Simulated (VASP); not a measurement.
# O (Pnnm) in VASP: single point with LDA

Aim: the single point of O with LDA.

Program: VASP 6.6.1. These are calculated values, not measurements. Logs are shortened: lines on timing, memory, paths and dates and some standing lists are left out, and cuts for length are marked.

## 1. The cell of the first run

Symmetry: Pnnm, No. 58, orthorhombic system. The conventional cell has a = 4.788 Å, b = 4.867 Å, c = 3.241 Å, α = 90.00°, β = 90.00°, γ = 90.00°. Within 3.5 Å of O (site symmetry m) lie 12 O at 2.65 to 3.29 Å.

## 2. Single point, LDA

Contents of INCAR:

```
SYSTEM = O
PREC = Accurate
ENCUT = 520
EDIFF = 1E-7
ISMEAR = 1
SIGMA = 0.01
LREAL = .FALSE.
LASPH = .TRUE.
NELM = 80
ALGO = Normal
ISIF = 2
LWAVE = .FALSE.
LCHARG = .FALSE.
GGA = CA
NBANDS = 20
```

Contents of KPOINTS:

```
Automatic mesh
0
G
  4 4 6
  0 0 0
```

Contents of POSCAR:

```
O
1.0
    4.7880040000      0.0000000000      0.0000000000
    0.0000000000      4.8665820000      0.0000000000
    0.0000000000      0.0000000000      3.2408980000
O
4
Direct
    0.2918550000      0.3210420000      0.0000000000
    0.7918550000      0.1789580000      0.5000000000
    0.2081450000      0.8210420000      0.5000000000
    0.7081450000      0.6789580000      0.0000000000
```

Potentials or basis: VASP PAW LDA potentials, release 64 (O).

The run is started by

```bash
$ cat potpaw_LDA.64/O/POTCAR > POTCAR
$ mpirun -np 1 vasp_std > vasp.out
```

OUTCAR:

```text
SYSTEM = O
   PREC = Accurate
   ENCUT = 520
   EDIFF = 1E-7
   ISMEAR = 1
   LREAL = .FALSE.
   LASPH = .TRUE.
   NELM = 80
   ISIF = 2
   GGA = CA

 ion  position               nearest neighbor table
   1  0.292  0.321  0.000-
   2  0.792  0.179  0.500-
   3  0.208  0.821  0.500-
   4  0.708  0.679  0.000-

  LATTYP: Found a simple orthorhombic cell.
 ALAT       =     3.2408980000
 B/A-ratio  =     1.4773695439
 C/A-ratio  =     1.5016152930

  Lattice vectors:

 A1 = (   0.0000000000,   0.0000000000,   3.2408980000)
 A2 = (   4.7880040000,   0.0000000000,   0.0000000000)
 A3 = (   0.0000000000,   4.8665820000,   0.0000000000)

Analysis of symmetry for initial positions (statically):
=====================================================================
 Subroutine PRICEL returns:
 Original cell was already a primitive cell.

 Routine SETGRP: Setting up the symmetry group for a
 simple orthorhombic supercell.

 Subroutine GETGRP returns: Found  8 space group operations
 (whereof  4 operations were pure point group operations)
 out of a pool of  8 trial point group operations.

The static configuration has the point symmetry C_2h.
 The point group associated with its full space group is D_2h.

Analysis of symmetry for dynamics (positions and initial velocities):
=====================================================================
 Subroutine PRICEL returns:
 Original cell was already a primitive cell.

 Routine SETGRP: Setting up the symmetry group for a
 simple orthorhombic supercell.

 Subroutine GETGRP returns: Found  8 space group operations
 (whereof  4 operations were pure point group operations)
 out of a pool of  8 trial point group operations.

The dynamic configuration has the point symmetry C_2h.
 The point group associated with its full space group is D_2h.

 Subroutine INISYM returns: Found  8 space group operations
 (whereof  4 operations are pure point group operations),
 and found     1 'primitive' translations

----------------------------------------------------------------------------------------

                                     Primitive cell

[... 83 lines left out ...]
   NGXF,Y,Z  is equivalent  to a cutoff of  25.00, 24.60, 24.62 a.u.
 SYSTEM =  O
   PREC   = accura    normal or accurate (medium, high low for compatibility)
   ISTART =      0    job   : 0-new  1-cont  2-samecut
   ICHARG =      2    charge: 1-file 2-atom 10-const
   ISPIN  =      1    spin polarized calculation?
   LNONCOLLINEAR =      F non collinear calculations
   LSORBIT =      F    spin-orbit coupling
   LASPH  =      T    aspherical Exc in radial PAW
   ENCUT  =  520.0 eV  38.22 Ry    6.18 a.u.   8.90  9.05  6.03*2*pi/ulx,y,z
   NELM   =     80;   NELMIN=  2; NELMDL= -5     # of ELM steps
   EDIFF  = 0.1E-06   stopping-criterion for ELM
   LREAL  =      F    real-space projection
   EDIFFG = 0.1E-05   stopping-criterion for IOM
   NSW    =      0    number of steps for IOM
   IBRION =     -1    ionic relax: 0-MD 1-quasi-New 2-CG
   NFREE  =      0    steps in history (QN), initial steepest desc. (CG)
   ISIF   =      2    stress and relaxation
   ISYM   =      2    0-nonsym 1-usesym 2-fastsym
   POTIM  = 0.5000    time-step for ionic-motion
   TEBEG  =    0.0;   TEEND  =   0.0 temperature during run
   PSTRESS=    0.0 pullay stress
   NELECT =      24.0000    total number of electrons
   NUPDOWN=      -1.0000    fix difference up-down
   EMIN   =  10.00;   EMAX   =-10.00  energy-range for DOS
   EFERMI =   0.00;   METHOD = LEGACY
   ISMEAR =     1;   SIGMA  =   0.01  broadening in eV -4-tet -1-fermi 0-gaus
   EFERMI_NEDOS =   21; number of points for ismear=-14 and -15
   IALGO  =     38    algorithm
   IMIX   =      4    mixing-type and parameters
     AMIX     =   0.40;   BMIX     =  1.00
     AMIX_MAG =   1.60;   BMIX_MAG =  1.00
  volume/ion in A,a.u.               =      18.88       127.40
  Fermi-wavevector in a.u.,A,eV,Ry     =   1.117199  2.111200 16.981894  1.248134
  Thomas-Fermi vector in A             =   2.253820
   LORBIT       =      0    0 simple, 1 ext, 2 COOP (PROOUT), +10 PAW based schemes
   GGA     = CA    functional components
   LHFCALC =     F    Hartree Fock is set to
   AEXX    =    0.0000 exact exchange contribution
   IVDW    =     0    specifies the selected vdW correction
   LEPSILON=     F    determine dielectric tensor
   LRPA    =     F    only Hartree local field effects (RPA)
 non-spin polarized calculation
 Methfessel and Paxton  Order N= 1 SIGMA  =   0.01
  energy-cutoff  :      520.00
  volume of cell :       75.52
 maximum number of plane-waves:      2060
 NGX is ok and might be reduce to    36
   NGX = 17   NGY = 19   NGZ = 13

 number of electron      23.9999981 magnetization

 Free energy of the ion-electron system (eV)
  ---------------------------------------------------
  ext. energy  EPLUGINS =         0.00000000
  ---------------------------------------------------
  free energy    TOTEN  =        -5.84434077 eV

  energy without entropy =       -5.84411632  energy(sigma->0) =       -5.84426596

 E-fermi :  -5.2993     XC(G=0):  -8.4074

 val. band max:       -5.2995749480   @ k =   0.0000   0.0000   0.3333
 cond. band min:      -5.2991610585   @ k =   0.5000   0.0000   0.0000
 fundamental gap:      0.0004138895
 Fermi energy:        -5.2993136025

 k-point     1 :       0.0000    0.0000    0.0000
  band No.  band energies     occupation
      1     -21.0326      2.00000
      2     -20.2024      2.00000
      3     -20.1754      2.00000
      4     -20.0641      2.00000
      5      -7.3415      2.00000
      6      -6.8301      2.00000
[... 541 lines left out ...]
     19       9.4311      0.00000
     20       9.4311      0.00000

 [... further k-points ...]
[... 5 lines left out ...]
  --------------------------------------------------------------------------------------
  -------------------------------------------------------------------------------------
  Total       -9.1935546     -9.4831918     -6.4506908      0.0000000      0.0000000      0.0000000
  in kB     -195.0518754   -201.1968624   -136.8588534      0.0000000      0.0000000      0.0000000
  external PRESSURE =    -177.7025304 kB  Pullay stress =       0.0000000 kB

 VOLUME and BASIS-vectors are now :
 -----------------------------------------------------------------------------
  energy-cutoff  :      520.00
  volume of cell :       75.52
      direct lattice vectors                 reciprocal lattice vectors
     4.788004000  0.000000000  0.000000000     0.208855298  0.000000000  0.000000000
     0.000000000  4.866582000  0.000000000     0.000000000  0.205483027  0.000000000
     0.000000000  0.000000000  3.240898000     0.000000000  0.000000000  0.308556456

 POSITION                                       TOTAL-FORCE (eV/Angst)
 -----------------------------------------------------------------------------------
      1.39740      1.56238      0.00000         0.653394      0.468193      0.000000
      3.79140      0.87091      1.62045         0.653394     -0.468193      0.000000
      0.99660      3.99567      1.62045        -0.653394      0.468193     -0.000000
      3.39060      3.30420      0.00000        -0.653394     -0.468193     -0.000000
 -----------------------------------------------------------------------------------
    total drift:                               -0.000000      0.000000     -0.000000

  FREE ENERGIE OF THE ION-ELECTRON SYSTEM (eV)
  ---------------------------------------------------
  free  energy   TOTEN  =        -5.8443407738 eV

  energy  without entropy=       -5.8441163207  energy(sigma->0) =       -5.84426596
```

Run time: 22 s. Hardware: 1 thread of Intel Xeon Platinum 8259CL at 2.50GHz (Skylake/Cascade Lake), shared host; peak memory 0.16 GiB.

Results:

| Item | Value |
| --- | --- |
| Free energy | -5.8443 eV |
| Pressure | -17.8 GPa |
| Largest force | 0.804 eV/Å |
| Band gap on the k mesh | zero (bands 12 and 13 overlap by 0.42 eV) |

Forces in eV/Å, atoms in the order of the input:
```
O    0.653  0.468  0.000
O    0.653 -0.468  0.000
O   -0.653  0.468  0.000
O   -0.653 -0.468  0.000
```

Stress tensor (GPa, compression positive):
```
-19.51   0.00   0.00
  0.00 -20.12   0.00
  0.00   0.00 -13.69
```

Levels at points of the mesh, in eV from the Fermi level:
```
           k point  band 10  band 11  band 12  band 13  band 14  band 15
(0.00, 0.00, 0.00)    -0.29     0.09     0.12     0.38     0.43     0.55
(0.50, 0.00, 0.00)    -0.28     0.00     0.00     0.26     0.26     0.38
(0.00, 0.50, 0.00)    -0.28    -0.21    -0.21     0.25     0.25     0.37
(0.50, 0.50, 0.00)    -0.09    -0.09    -0.09     0.05     0.05     0.23
(0.00, 0.00, 0.50)    -0.76    -0.48    -0.48    -0.13    -0.13     0.09
(0.50, 0.00, 0.50)    -0.68    -0.34    -0.34     0.09     0.09     0.39
(0.00, 0.50, 0.50)    -0.76    -0.13    -0.13     0.01     0.01     0.44
(0.50, 0.50, 0.50)    -0.07     0.02     0.02     0.11     0.11     0.30
```

Caveat: the cell stands under tension.
